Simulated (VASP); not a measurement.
Write the native input for VASP 6.6.1 that does the following.

| Property | Result |
| --- | --- |
| Task | single point |
| Functional | PBE |
| Potentials or basis | VASP PAW PBE potentials, release 64 (Hf_pv, Sc_sv, N) |
| Cutoff | 520 eV |
| k mesh | 4 × 4 × 4 |
| Occupations | gaussian, width 0.1 eV |
| Spin | no spin polarisation |
| Dipole correction | no |
| Further INCAR settings | ALGO = Normal; EDIFF = 1e-07; NBANDS = 29 |

The structure of HfSc2N2 lies in POSCAR:

```
HfSc2N2
1.0
    5.4318511616      0.0000000000      0.0000000000
    0.0000000000      5.4318511616      0.0000000000
    0.0000000000      0.0000000000      5.3583712888
Hf Sc N
1 2 2
Direct
    0.0000000000      0.0000000000      0.0000000000
    0.5000000000      0.0000000000      0.0000000000
    0.0000000000      0.5000000000      0.0000000000
    0.0000000000      0.0000000000      0.6125073765
    0.0000000000      0.0000000000      0.3874926235
```

The input as run:

INCAR

```
ALGO = Normal
EDIFF = 1E-7
ENCUT = 520
GGA = PE
ISIF = 2
ISMEAR = 0
LASPH = True
LCHARG = False
LREAL = False
LWAVE = False
NBANDS = 29
NELM = 100
PREC = Accurate
SIGMA = 0.1
```

KPOINTS

```
k-points
0
Gamma
  4 4 4
```

Potentials or basis: VASP PAW PBE potentials, release 64 (Hf_pv, Sc_sv, N).

Run with:

```console
$ cat potpaw_PBE.64/Hf_pv/POTCAR potpaw_PBE.64/Sc_sv/POTCAR potpaw_PBE.64/N/POTCAR > POTCAR
$ mpirun -np 1 vasp_std > vasp.out
```

Results of the run:

```yaml
Pressure: 0.2 GPa
Largest_force: 0.374 eV/Å
Band_gap_on_the_k_mesh: zero (band 21 reaches 1.38 eV, above the bottom of band 22 at 0.63 eV)
```

Caveat: the standard files for N, O and F lose accuracy on very short bonds; spin-orbit coupling is left out, which moves the levels of the heavy elements.

Wall time 59 s on 1 thread of Intel(R) Xeon(R) 6975P-C (Granite Rapids), on a shared host, peak memory 0.28 GiB.
